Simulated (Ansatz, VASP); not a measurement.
# One calculation of TaN, two programs

```
Ta N
1.0
     0.00000    2.20851    2.20851
     2.20851    0.00000    2.20851
     2.20851    2.20851    0.00000
Ta N
1 1
Direct
  0.00000 0.00000 0.00000
  0.50000 0.50000 0.50000
```

Change from the starting cell: volume scaled by 1, PAW files.

Alike in both runs: task single point; functional PBE; k mesh 15 × 15 × 15; occupations fermi-dirac, width 0.08 eV; no spin polarisation.

|  | VASP | Ansatz |
| --- | --- | --- |
| version | VASP 6.6.1 | Ansatz 0.2.0 |
| potentials or method | VASP PAW PBE potentials, release 64 (Ta_pv, N) | PAW with Ansatz's default frozen-core files, scalar-relativistic |
| plane-wave cutoff (eV) | 520 | 420 |
| valence electrons in the cell | 16 | 18 |

```tsv
	VASP	Ansatz	Ansatz less VASP
pressure (GPa)	0.8	0.0	-0.78
```

VASP's potentials hold 16 valence electrons a cell and Ansatz's 18, so a difference there can come from the potentials and not from the codes.

Neither program's run includes spin-orbit coupling.
